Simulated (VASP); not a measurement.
CsNi3: single point with PBE

The system is CsNi3.

```
Cs Ni
1.0
     4.04615    0.00000    0.00000
     0.00000    4.04615    0.00000
     0.00000    0.00000    4.04615
Cs Ni
1 3
Direct
  0.00000 0.00000 0.00000
  0.00000 0.50000 0.50000
  0.50000 0.00000 0.50000
  0.50000 0.50000 0.00000
```

| Item | Value |
| --- | --- |
| Program | VASP 6.6.1 |
| Task | single point |
| Functional | PBE |
| Potentials or basis | VASP PAW PBE potentials, release 64 (Cs_sv, Ni) |
| Cutoff | 520 eV |
| k mesh | 4 × 4 × 4 |
| Occupations | gaussian, width 0.1 eV |
| Spin | collinear spin, ferromagnetic start |
| Starting moments | [0.0, 0.55, 0.55, 0.55] μB |
| Dipole correction | no |
| Further INCAR settings | ALGO = Fast; EDIFF = 1e-06; NBANDS = 32 |

```
Pressure                                              : 1.3 GPa
Net moment                                            : 1.31 μB per cell
Site moments                                          : Cs -0.00; Ni +0.46 μB
Valence electrons inside the program's atomic spheres : Cs 6.67; Ni 9.07
```

Levels at points of the mesh, in eV from the Fermi level:
Spin up:
```tsv
k point	band 17	band 18	band 19	band 20	band 21	band 22	band 23	band 24
(0.00, 0.00, 0.00)	-0.40	-0.35	-0.35	-0.35	3.12	3.12	4.56	4.56
(0.50, 0.00, 0.00)	-0.64	-0.64	-0.55	-0.35	0.60	2.73	2.73	3.12
(0.50, 0.50, 0.00)	-0.83	-0.54	-0.54	-0.44	0.63	2.82	2.82	4.18
(0.50, 0.50, 0.50)	-0.43	-0.43	-0.43	-0.23	1.56	1.56	1.56	5.89
```
Spin down:
| k point | band 15 | band 16 | band 17 | band 18 | band 19 | band 20 | band 21 | band 22 | band 23 | band 24 |
| --- | --- | --- | --- | --- | --- | --- | --- | --- | --- | --- |
| (0.00, 0.00, 0.00) | -0.24 | -0.24 | 0.07 | 0.30 | 0.30 | 0.30 | 3.34 | 3.34 | 4.56 | 4.56 |
| (0.50, 0.00, 0.00) | -0.56 | -0.55 | -0.31 | -0.31 | -0.17 | 0.30 | 0.78 | 2.83 | 2.83 | 3.27 |
| (0.50, 0.50, 0.00) | -0.67 | -0.50 | -0.26 | -0.13 | -0.11 | -0.11 | 0.61 | 2.98 | 2.98 | 4.27 |
| (0.50, 0.50, 0.50) | -0.62 | -0.62 | -0.26 | 0.15 | 0.15 | 0.15 | 1.96 | 1.96 | 1.96 | 5.89 |

Wall time 74 s on 1 thread of Oxide Virtual Turin-like Processor, with other jobs on the host, peak memory 0.16 GiB.

Caveat: the k points lie up to 0.39 Å⁻¹ apart; spin-orbit coupling is left out, which moves the levels of the heavy elements.
